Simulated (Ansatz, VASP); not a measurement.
NaCl: VASP beside Ansatz

```
CELL_PARAMETERS angstrom
3.78237 0.00000 0.00000
0.00000 3.78237 0.00000
0.00000 0.00000 3.22201
ATOMIC_POSITIONS crystal
Na 0.00000 0.00000 0.00000
Cl 0.50000 0.50000 0.50000
```

Change from the starting cell: strain +0.080 along x and y, -0.080 along z, atoms carried along.

Alike in both runs: task single point; functional PBEsol; k mesh 6 × 6 × 6; occupations gaussian, width 0.05 eV; no spin polarisation.

|  | VASP | Ansatz |
| --- | --- | --- |
| version | VASP 6.6.1 | Ansatz 0.2.0 |
| potentials or method | VASP PAW PBE potentials, release 64 (Na_pv, Cl), cutoff 520 eV | scalar-relativistic, plane waves, PAW |
| valence electrons in the cell | 14 | 16 |

```tsv
	VASP	Ansatz	Ansatz less VASP
gap on the k mesh at the Fermi level (eV)	2.60	2.60	+0.001
least direct gap on the mesh (eV)	2.84	2.84	+0.001
pressure (GPa)	-2.0	-2.0	+0.01
traceless stress, the component that is largest in VASP (GPa)	7.55	7.55	+0.002
```

VASP's potentials were made for PBE, not for PBEsol. VASP's potentials hold 14 valence electrons a cell and Ansatz's 16, so a difference there can come from the potentials and not from the codes.
